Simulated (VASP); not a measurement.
# Gd (Im-3m) in VASP: a series of runs

Gd is run at these levels: r2SCAN; tasks: single point, relaxation of cell and atoms.

Everything below comes from runs of VASP 6.6.1. Logs are shortened: lines on timing, memory, paths and dates and some standing lists are left out, and cuts for length are marked.

## 1. The cell of the first run

The structure is cubic, space group Im-3m (No. 229). The conventional cell has a = 4.050 Å, b = 4.050 Å, c = 4.050 Å, α = 90.00°, β = 90.00°, γ = 90.00°. Within 4.6 Å of Gd (site symmetry m-3m) lie 14 Gd at 3.51 to 4.05 Å.

## 2. Single point, r2SCAN, collinear spin, ferromagnetic start

File POSCAR:

```
Gd
1.0
    4.0500000000      0.0000000000      0.0000000000
    0.0000000000      4.0500000000      0.0000000000
    0.0000000000      0.0000000000      4.0500000000
Gd
2
Direct
    0.0000000000      0.0000000000      0.0000000000
    0.5000000000      0.5000000000      0.5000000000
```

File INCAR.step1:

```
SYSTEM = Gd
ALGO = Normal
EDIFF = 1E-4
ENCUT = 520
GGA = PE
ISMEAR = 1
ISPIN = 2
LASPH = .TRUE.
LCHARG = .FALSE.
LMAXMIX = 6
LREAL = .FALSE.
LWAVE = .TRUE.
MAGMOM = 7 7
NBANDS = 29
NELM = 150
PREC = Accurate
SIGMA = 0.05
```

File INCAR.step2:

```
SYSTEM = Gd
ALGO = Normal
EDIFF = 1E-6
ENCUT = 520
ISIF = 2
ISMEAR = 1
ISPIN = 2
ISTART = 1
LASPH = .TRUE.
LCHARG = .FALSE.
LMAXMIX = 6
LMIXTAU = .TRUE.
LORBIT = 11
LREAL = .FALSE.
LWAVE = .FALSE.
MAGMOM = 7 7
METAGGA = R2SCAN
NBANDS = 29
NELM = 150
PREC = Accurate
SIGMA = 0.05
```

File KPOINTS:

```
k-points
0
G
  5 5 5
  0 0 0
```

Potentials or basis: VASP PAW PBE potentials, release 64 (Gd).

Started as:

```sh
$ cat potpaw_PBE.64/Gd/POTCAR > POTCAR
$ cp INCAR.step1 INCAR
$ mpirun -np 1 vasp_std > vasp.out
$ cp INCAR.step2 INCAR
$ mpirun -np 1 vasp_std > vasp.out
```

OUTCAR:

```text
SYSTEM = Gd
   EDIFF = 1E-6
   ENCUT = 520
   ISIF = 2
   ISMEAR = 1
   ISPIN = 2
   ISTART = 1
   LASPH = .TRUE.
   LORBIT = 11
   LREAL = .FALSE.
   METAGGA = R2SCAN
   NELM = 150
   PREC = Accurate

 ion  position               nearest neighbor table
   1  0.000  0.000  0.000-   2 3.51   2 3.51   2 3.51   2 3.51   2 3.51   2 3.51   2 3.51   2 3.51

   2  0.500  0.500  0.500-   1 3.51   1 3.51   1 3.51   1 3.51   1 3.51   1 3.51   1 3.51   1 3.51

  LATTYP: Found a simple cubic cell.
 ALAT       =     4.0500000000

  Lattice vectors:

 A1 = (   4.0500000000,   0.0000000000,   0.0000000000)
 A2 = (   0.0000000000,   4.0500000000,   0.0000000000)
 A3 = (   0.0000000000,   0.0000000000,   4.0500000000)

Analysis of symmetry for initial positions (statically):
=====================================================================
 Subroutine PRICEL returns following result:

  LATTYP: Found a body centered cubic cell.
 ALAT       =     4.0500000000

  Lattice vectors:

 A1 = (   2.0250000000,   2.0250000000,  -2.0250000000)
 A2 = (  -2.0250000000,   2.0250000000,   2.0250000000)
 A3 = (   2.0250000000,  -2.0250000000,   2.0250000000)

   2 primitive cells build up your supercell.

 Routine SETGRP: Setting up the symmetry group for a
 simple cubic supercell.

 Subroutine GETGRP returns: Found 48 space group operations
 (whereof 48 operations were pure point group operations)
 out of a pool of 48 trial point group operations.

The static configuration has the point symmetry O_h .

Analysis of symmetry for dynamics (positions and initial velocities):
=====================================================================
 Subroutine PRICEL returns following result:

  LATTYP: Found a body centered cubic cell.
 ALAT       =     4.0500000000

  Lattice vectors:

 A1 = (   2.0250000000,   2.0250000000,  -2.0250000000)
 A2 = (  -2.0250000000,   2.0250000000,   2.0250000000)
 A3 = (   2.0250000000,  -2.0250000000,   2.0250000000)

   2 primitive cells build up your supercell.

 Routine SETGRP: Setting up the symmetry group for a
 simple cubic supercell.

 Subroutine GETGRP returns: Found 48 space group operations
 (whereof 48 operations were pure point group operations)
 out of a pool of 48 trial point group operations.

The dynamic configuration has the point symmetry O_h .

Analysis of structural, dynamic, and magnetic symmetry:
=====================================================================
 Subroutine PRICEL returns following result:

  LATTYP: Found a body centered cubic cell.
 ALAT       =     4.0500000000

  Lattice vectors:

 A1 = (   2.0250000000,   2.0250000000,  -2.0250000000)
 A2 = (  -2.0250000000,   2.0250000000,   2.0250000000)
 A3 = (   2.0250000000,  -2.0250000000,   2.0250000000)

   2 primitive cells build up your supercell.

 Routine SETGRP: Setting up the symmetry group for a
 simple cubic supercell.

 Subroutine GETGRP returns: Found 48 space group operations
 (whereof 48 operations were pure point group operations)
 out of a pool of 48 trial point group operations.

The overall configuration has the point symmetry O_h .

 Subroutine INISYM returns: Found 48 space group operations
 (whereof 48 operations are pure point group operations),
 and found     2 'primitive' translations

----------------------------------------------------------------------------------------

                                     Primitive cell

  volume of cell :      33.2151

  direct lattice vectors                    reciprocal lattice vectors
     2.025000000  2.025000000 -2.025000000     0.246913580  0.246913580  0.000000000
    -2.025000000  2.025000000  2.025000000    -0.000000000  0.246913580  0.246913580
     2.025000000 -2.025000000  2.025000000     0.246913580  0.000000000  0.246913580

  length of vectors
     3.507402885  3.507402885  3.507402885     0.349188534  0.349188534  0.349188534

  position of ions in fractional coordinates (direct lattice)
     0.000000000  0.000000000  0.000000000

  ion indices of the primitive-cell ions
   primitive index   ion index
                 1           1

----------------------------------------------------------------------------------------

 KPOINTS: k-points

Automatic generation of k-mesh.
 Grid dimensions read from file:
 generate k-points for:    5    5    5

 Generating k-lattice:

  Cartesian coordinates                     Fractional coordinates (reciprocal lattice)
     0.049382716  0.000000000  0.000000000     0.200000000  0.000000000  0.000000000
     0.000000000  0.049382716  0.000000000     0.000000000  0.200000000  0.000000000
     0.000000000  0.000000000  0.049382716     0.000000000  0.000000000  0.200000000

  Length of vectors
     0.049382716  0.049382716  0.049382716

  Shift w.r.t. Gamma in fractional coordinates (k-lattice)
     0.000000000  0.000000000  0.000000000

 Subroutine IBZKPT returns following result:
 ===========================================

 Found     10 irreducible k-points:

 Following reciprocal coordinates:
            Coordinates               Weight
  0.000000  0.000000  0.000000      1.000000
  0.200000  0.000000  0.000000      6.000000
  0.400000  0.000000  0.000000      6.000000
  0.200000  0.200000  0.000000     12.000000
  0.400000  0.200000  0.000000     24.000000
  0.400000  0.400000  0.000000     12.000000
  0.200000  0.200000  0.200000      8.000000
  0.400000  0.200000  0.200000     24.000000
  0.400000  0.400000  0.200000     24.000000
  0.400000  0.400000  0.400000      8.000000
   k-points           NKPTS =     10   k-points in BZ     NKDIM =     10   number of bands    NBANDS=     29
   number of dos      NEDOS =    301   number of ions     NIONS =      2
   total plane-waves  NPLWV =  27000
   dimension x,y,z NGX =    30 NGY =   30 NGZ =   30
   dimension x,y,z NGXF=    60 NGYF=   60 NGZF=   60
   ions per type =               2
   NGX,Y,Z   is equivalent  to a cutoff of  12.31, 12.31, 12.31 a.u.
   NGXF,Y,Z  is equivalent  to a cutoff of  24.63, 24.63, 24.63 a.u.
 SYSTEM =  Gd
   PREC   = accura    normal or accurate (medium, high low for compatibility)
   ISTART =      1    job   : 0-new  1-cont  2-samecut
   ICHARG =      0    charge: 1-file 2-atom 10-const
   ISPIN  =      2    spin polarized calculation?
   LNONCOLLINEAR =      F non collinear calculations
   LSORBIT =      F    spin-orbit coupling
   LASPH  =      T    aspherical Exc in radial PAW
   ENCUT  =  520.0 eV  38.22 Ry    6.18 a.u.   7.53  7.53  7.53*2*pi/ulx,y,z
   NELM   =    150;   NELMIN=  2; NELMDL=  0     # of ELM steps
   EDIFF  = 0.1E-05   stopping-criterion for ELM
   LREAL  =      F    real-space projection
   EDIFFG = 0.1E-04   stopping-criterion for IOM
   NSW    =      0    number of steps for IOM
   IBRION =     -1    ionic relax: 0-MD 1-quasi-New 2-CG
   NFREE  =      0    steps in history (QN), initial steepest desc. (CG)
   ISIF   =      2    stress and relaxation
   ISYM   =      2    0-nonsym 1-usesym 2-fastsym
   POTIM  = 0.5000    time-step for ionic-motion
   TEBEG  =    0.0;   TEEND  =   0.0 temperature during run
   PSTRESS=    0.0 pullay stress
   NELECT =      36.0000    total number of electrons
   NUPDOWN=      -1.0000    fix difference up-down
   EMIN   =  10.00;   EMAX   =-10.00  energy-range for DOS
   EFERMI =   0.00;   METHOD = LEGACY
   ISMEAR =     1;   SIGMA  =   0.05  broadening in eV -4-tet -1-fermi 0-gaus
   EFERMI_NEDOS =   21; number of points for ismear=-14 and -15
   IALGO  =     38    algorithm
   IMIX   =      4    mixing-type and parameters
     AMIX     =   0.40;   BMIX     =  1.00
     AMIX_MAG =   1.60;   BMIX_MAG =  1.00
  volume/ion in A,a.u.               =      33.22       224.15
  Fermi-wavevector in a.u.,A,eV,Ry     =   1.334711  2.522238 24.238153  1.781454
  Thomas-Fermi vector in A             =   2.463472
   LORBIT       =     11    0 simple, 1 ext, 2 COOP (PROOUT), +10 PAW based schemes
   METAGGA = R2SCAN    functional components
   LHFCALC =     F    Hartree Fock is set to
   AEXX    =    0.0000 exact exchange contribution
   IVDW    =     0    specifies the selected vdW correction
   LEPSILON=     F    determine dielectric tensor
   LRPA    =     F    only Hartree local field effects (RPA)
 spin polarized calculation
 Methfessel and Paxton  Order N= 1 SIGMA  =   0.05
  energy-cutoff  :      520.00
  volume of cell :       66.43
 maximum number of plane-waves:      1795
 NGX is ok and might be reduce to    30
   NGX = 15   NGY = 15   NGZ = 15

 number of electron      35.9999967 magnetization      15.7253018

 Free energy of the ion-electron system (eV)
  ---------------------------------------------------
  ext. energy  EPLUGINS =         0.00000000
  ---------------------------------------------------
  free energy    TOTEN  =       -81.90510690 eV

  energy without entropy =      -81.90607719  energy(sigma->0) =      -81.90543033

 E-fermi :   2.9700     XC(G=0): -10.6451

 val. band max:        2.9285470636   @ k =   0.4000   0.4000   0.2000
 cond. band min:       3.0130322376   @ k =   0.4000   0.4000   0.2000
 fundamental gap:      0.0844851740
 Fermi energy:         2.9699747022

 spin component 1

 k-point     1 :       0.0000    0.0000    0.0000
  band No.  band energies     occupation
      1     -44.2555      1.00000
      2     -44.1356      1.00000
      3     -21.0645      1.00000
      4     -21.0645      1.00000
      5     -21.0645      1.00000
      6     -20.5819      1.00000
[... 287 lines left out ...]
      6     -20.8160      1.00000
[... 21 lines left out ...]
     28       2.5206      1.00000
     29       7.2264      0.00000
 Fermi energy:         2.9699747022

 spin component 2

 k-point     1 :       0.0000    0.0000    0.0000
  band No.  band energies     occupation
      1     -40.3330      1.00000
      2     -40.1804      1.00000
      3     -18.2876      1.00000
      4     -18.2876      1.00000
      5     -18.2876      1.00000
      6     -17.7208      1.00000
[... 309 lines left out ...]
     28       4.6124      0.00000
     29       8.8276      0.00000

------------------------ aborting loop because EDIFF is reached ----------------------------------------

  FORCE on cell =-STRESS in cart. coord.  units (eV):
  Direction    XX          YY          ZZ          XY          YZ          ZX
  --------------------------------------------------------------------------------------
  -------------------------------------------------------------------------------------
  Total       -0.0287055     -0.0287055     -0.0287055      0.0000000      0.0000000     -0.0000000
  in kB       -0.6923258     -0.6923258     -0.6923258      0.0000000      0.0000000     -0.0000000
  external PRESSURE =      -0.6923258 kB  Pullay stress =       0.0000000 kB

 VOLUME and BASIS-vectors are now :
 -----------------------------------------------------------------------------
  energy-cutoff  :      520.00
  volume of cell :       66.43
      direct lattice vectors                 reciprocal lattice vectors
     4.050000000  0.000000000  0.000000000     0.246913580  0.000000000  0.000000000
     0.000000000  4.050000000  0.000000000     0.000000000  0.246913580  0.000000000
     0.000000000  0.000000000  4.050000000     0.000000000  0.000000000  0.246913580

 POSITION                                       TOTAL-FORCE (eV/Angst)
 -----------------------------------------------------------------------------------
      0.00000      0.00000      0.00000        -0.000000     -0.000000     -0.000000
      2.02500      2.02500      2.02500         0.000000      0.000000      0.000000
 -----------------------------------------------------------------------------------
    total drift:                                0.000000      0.000000      0.000000

  FREE ENERGIE OF THE ION-ELECTRON SYSTEM (eV)
  ---------------------------------------------------
  free  energy   TOTEN  =       -81.9051068959 eV

  energy  without entropy=      -81.9060771874  energy(sigma->0) =      -81.90543033

 total charge

# of ion       s       p       d       f       tot
--------------------------------------------------
    1        2.074   5.595   0.600   6.929  15.199
    2        2.074   5.595   0.600   6.929  15.199
--------------------------------------------------
tot          4.149  11.191   1.200  13.858  30.397

 magnetization (x)

# of ion       s       p       d       f       tot
--------------------------------------------------
    1        0.000  -0.102   0.279   6.896   7.073
    2        0.000  -0.102   0.279   6.896   7.073
--------------------------------------------------
tot          0.001  -0.204   0.557  13.791  14.146
```

Run time: 99 s. Hardware: 1 thread of Intel Xeon 6975P-C (Granite Rapids), shared host; peak memory 0.21 GiB.

Results:

| Quantity | Value |
| --- | --- |
| Free energy | -81.9051 eV |
| Pressure | -0.1 GPa |
| Net moment | 15.73 μB per cell |
| Site moments | Gd +7.07 μB |
| Valence electrons inside the program's atomic spheres | Gd 15.20 |

Levels at points of the mesh, in eV from the Fermi level:
Spin up:
```csv
k point,band 21,band 22,band 23,band 24,band 25,band 26,band 27,band 28,band 29
"(0.00, 0.00, 0.00)",-5.65,-5.63,-5.55,-2.15,-2.15,1.31,1.31,1.31,3.63
```
Spin down:
```tsv
k point	band 7	band 8	band 9	band 10	band 11	band 12	band 13	band 14
(0.00, 0.00, 0.00)	-20.69	-20.69	-4.16	-1.18	-1.18	1.31	1.31	1.31
```

Caveat: the PAW data sets were made with another functional, which shifts forces and pressure a little; spin-orbit coupling is left out, which moves the levels of the heavy elements.

## 3. Relaxation of cell and atoms, r2SCAN, collinear spin, ferromagnetic start

POSCAR is that of step 2.

File INCAR.step1:

```
SYSTEM = Gd
PREC = Accurate
ENCUT = 600
ISMEAR = 1
SIGMA = 0.05
LREAL = .False.
LASPH = .True.
NELM = 150
ISPIN = 2
MAGMOM = 7 7
LMAXMIX = 6
GGA = PE
ALGO = Normal
EDIFF = 1E-4
LWAVE = .True.
LCHARG = .False.
```

File INCAR.step2:

```
SYSTEM = Gd
PREC = Accurate
ENCUT = 600
EDIFF = 1E-6
ISMEAR = 1
SIGMA = 0.05
LREAL = .False.
LASPH = .True.
NELM = 150
ALGO = Normal
ISIF = 3
LWAVE = .False.
LCHARG = .False.
ISPIN = 2
MAGMOM = 7 7
LORBIT = 11
LMAXMIX = 6
METAGGA = R2SCAN
LMIXTAU = .True.
IBRION = 2
NSW = 80
EDIFFG = -0.03
ISTART = 1
```

File KPOINTS:

```
regular mesh
0
Gamma
  5 5 5
  0 0 0
```

Potentials or basis: VASP PAW PBE potentials, release 64 (Gd).

Started as:

```sh
$ cat potpaw_PBE.64/Gd/POTCAR > POTCAR
$ cp INCAR.step1 INCAR
$ mpirun -np 1 vasp_std > vasp.out
$ cp INCAR.step2 INCAR
$ mpirun -np 1 vasp_std > vasp.out
```

Wall time 81 s (1 thread of Intel Xeon 6975P-C (Granite Rapids), shared host); peak memory 0.24 GiB.

The run converged. Its results:

* Free energy: -81.9094 eV
* Pressure after relaxing: -0.1 GPa
* Net moment: 15.73 μB per cell
* Site moments: Gd +7.07 μB
* Valence electrons inside the program's atomic spheres: Gd 15.20

Final structure:
```yaml
crystal:
  lattice:
    - [4.05000, 0.00000, 0.00000]
    - [0.00000, 4.05000, 0.00000]
    - [0.00000, 0.00000, 4.05000]
  atoms:
    - { symbol: Gd, position: [0.00000, 0.00000, 0.00000] }
    - { symbol: Gd, position: [0.50000, 0.50000, 0.50000] }
```

Levels at points of the mesh, in eV from the Fermi level:
Spin up:
```tsv
k point	band 22	band 23	band 24	band 25	band 26	band 27	band 28	band 29
(0.00, 0.00, 0.00)	-5.63	-5.55	-2.15	-2.15	1.31	1.31	1.31	3.63
```
Spin down:
```csv
k point,band 8,band 9,band 10,band 11,band 12,band 13
"(0.00, 0.00, 0.00)",-20.69,-4.16,-1.18,-1.18,1.31,1.31
```

Caveat: the relaxation stopped at its first step, so nothing moved; the PAW data sets were made with another functional, which shifts forces and pressure a little; spin-orbit coupling is left out, which moves the levels of the heavy elements. The state reached can hang on the start; a lower one may exist.
